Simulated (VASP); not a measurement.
Input of a VASP 6.6.1 run:

File INCAR:

```
SYSTEM = RbBr
  ALGO = Normal
  EDIFF = 1E-6
  ENCUT = 520
  GGA = PS
  ISIF = 2
  ISMEAR = 0
  LASPH = .True.
  LCHARG = .True.
  LELF = .True.
  LREAL = .False.
  LVHAR = .True.
  LWAVE = .False.
  NBANDS = 15
  NELM = 100
  PREC = Accurate
  SIGMA = 0.01
```

File KPOINTS:

```
k-points
0
Gamma
  6 6 6
  0 0 0
```

POSCAR

```
RbBr
1.0
    0.0000000000      3.2230027720      3.2230027720
    3.2230027720      0.0000000000      3.2230027720
    3.2230027720      3.2230027720      0.0000000000
Rb Br
1 1
Direct
    0.0000000000      0.0000000000      0.0000000000
    0.5000000000      0.5000000000      0.5000000000
```

Potentials or basis: VASP PAW PBE potentials, release 64 (Rb_sv, Br).

Run with:

```bash
$ cat potpaw_PBE.64/Rb_sv/POTCAR potpaw_PBE.64/Br/POTCAR > POTCAR
$ mpirun -np 1 vasp_std > vasp.out
```

Task: Estimate the band gap on the k mesh.

Result: 4.68 eV, direct.

Task: What does it give for the pressure?

Result: 4.1 GPa.

Caveat: the PAW data sets were made with another functional, which shifts forces and pressure a little. Expect the measured gap to be larger: semilocal functionals such as PBEsol lack the derivative discontinuity.
